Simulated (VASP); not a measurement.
## CoO: single point with PBEsol

CoO:

```
Co O
1.0
    -1.50800    1.50800    2.10725
     1.50800   -1.50800    2.10725
     1.50800    1.50800   -2.10725
Co O
1 1
Direct
  0.99472 0.00494 0.01533
  0.51463 0.49959 0.00496
```

* Program: VASP 6.6.1
* Task: single point
* Functional: PBEsol
* Potentials or basis: VASP PAW PBE potentials, release 64 (Co_sv, O)
* Cutoff: 600 eV
* k mesh: 10 × 10 × 11
* Occupations: methfessel-paxton, width 0.1 eV
* Spin: collinear spin, ferromagnetic start
* Starting moments: [2.0, 0.0] μB

The pressure is -11.0 GPa and the largest force is 0.050 eV/Å. The band gap on the k mesh is zero (filled and empty bands overlap). The net moment is 2.97 μB per cell and the site moments are Co +2.54; O +0.33 μB. The valence electrons inside the program's atomic spheres are Co 14.87; O 4.96.

Forces in eV/Å, atoms in the order of the input:
```
Co   0.004  0.001  0.049
O   -0.004 -0.001 -0.049
```

Stress tensor (GPa, compression positive):
```
-11.38  -0.22   0.32
 -0.22 -11.14  -0.19
  0.32  -0.19 -10.44
```

Levels at points of the mesh, in eV from the Fermi level:
Spin up:
```csv
k point,band 11,band 12,band 13,band 14,band 15,band 16
"(0.00, 0.00, 0.00)",-2.91,-2.89,-2.86,0.81,16.45,17.81
"(0.50, 0.00, 0.00)",-1.91,-0.02,0.10,4.82,9.16,13.09
"(0.00, 0.50, 0.00)",-1.91,0.00,0.05,4.83,9.16,13.08
"(0.50, 0.50, 0.00)",-2.44,-2.18,-2.14,5.63,9.59,11.42
```
Spin down:
```tsv
k point	band 8	band 9	band 10	band 11	band 12	band 13
(0.00, 0.00, 0.00)	-2.74	-1.13	-1.08	-1.02	-0.10	-0.06
(0.50, 0.00, 0.00)	-4.79	-0.14	-0.10	0.19	2.51	2.63
(0.00, 0.50, 0.00)	-4.80	-0.13	-0.11	0.18	2.53	2.57
(0.50, 0.50, 0.00)	-3.96	-2.26	0.14	0.17	0.35	0.83
```

Wall time 3.9 min on 1 thread of Intel(R) Xeon(R) 6975P-C (Granite Rapids), with other jobs on the host, peak memory 0.49 GiB.

Caveat: the cell stands under tension; the PAW data sets were made with another functional, which shifts forces and pressure a little; a cell with one magnetic atom can't hold antiferromagnetic order, which such compounds often take; semilocal functionals often make such compounds metallic where correlation or magnetic order opens a gap, which also shifts bond lengths. With open d or f shells a metallic result of PBEsol can be an artefact of self-interaction; +U or a hybrid may open a gap.
